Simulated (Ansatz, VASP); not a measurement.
# CdS in VASP and in Ansatz

Contents of INCAR:

```
ALGO     = Normal         # electronic algorithm
EDIFF    = 1E-7           # SCF threshold, eV
EDIFFG   = -0.005         # ionic threshold
ENCUT    = 600            # plane-wave cutoff, eV
IBRION   = 2              # ionic algorithm
ISIF     = 3              # what is computed and relaxed
ISMEAR   = -1             # smearing method
LASPH    = T              # aspherical terms in the spheres
LCHARG   = F              # write CHGCAR
LREAL    = F              # projectors in reciprocal space
LWAVE    = F              # write WAVECAR
NELM     = 80             # most SCF steps
NSW      = 100            # ionic steps
PREC     = Accurate       # precision mode
SIGMA    = 0.02           # smearing width, eV
```

The input KPOINTS:

```
k-points
0
Gamma
  7 7 4
```

The input POSCAR:

```
CdS
1.0
    4.2046115258      0.0000000000      0.0000000000
   -2.1023057629      3.6413003944      0.0000000000
    0.0000000000      0.0000000000      6.8256549035
Cd S
2 2
Direct
    0.3333333333      0.6666666667      0.0000000000
    0.6666666667      0.3333333333      0.5000000000
    0.3333333333      0.6666666667      0.3750000000
    0.6666666667      0.3333333333      0.8750000000
```

Input for Ansatz:

```yaml
crystal:
  lattice:
    - [4.2046115258, 0.0, 0.0]
    - [-2.1023057629, 3.6413003944, 0.0]
    - [0.0, 0.0, 6.8256549035]
  atoms:
    - { symbol: Cd, position: [0.3333333333, 0.6666666667, 0.0] }
    - { symbol: Cd, position: [0.6666666667, 0.3333333333, 0.5] }
    - { symbol: S, position: [0.3333333333, 0.6666666667, 0.375] }
    - { symbol: S, position: [0.6666666667, 0.3333333333, 0.875] }
kpoints:
  mp_grid: { grid: [7, 7, 4] }
scf:
  occupations: { method: fermi_dirac, width: 0.02 }
hamiltonian:
  xc: lda
  pseudopotentials: { kind: paw }
output:
  forces: true
  stress: true
  efg: { contact_densities: true }
relax:
  f_tol: 0.005
  max_steps: 80
  cell: {}
```

Alike in both runs: task relaxation of cell and atoms; functional LDA; k mesh 7 × 7 × 4; occupations fermi-dirac, width 0.02 eV; no spin polarisation.

|  | VASP | Ansatz |
| --- | --- | --- |
| version | VASP 6.6.1 | Ansatz 0.2.0 |
| potentials or method | VASP PAW LDA potentials, release 64 (Cd, S) | PAW with Ansatz's default frozen-core files, scalar-relativistic |
| plane-wave cutoff (eV) | 600 | 420 |
| valence electrons in the cell | 36 | 52 |

VASP gave:

```
relaxed volume (Å³/atom)                                        : 24.04
relaxed length of the cell vector where the two differ most in proportion (Å) : 6.657
```

**Question.** Which values does Ansatz return?

**Answer.** Relaxed volume (Å³/atom): 23.85; relaxed length of the cell vector where the two differ most in proportion (Å): 6.638.

LDA's correlation is that of Perdew and Zunger in VASP and of Perdew and Wang (1992) in Ansatz. VASP's potentials hold 36 valence electrons a cell and Ansatz's 52, so a difference there can come from the potentials and not from the codes.
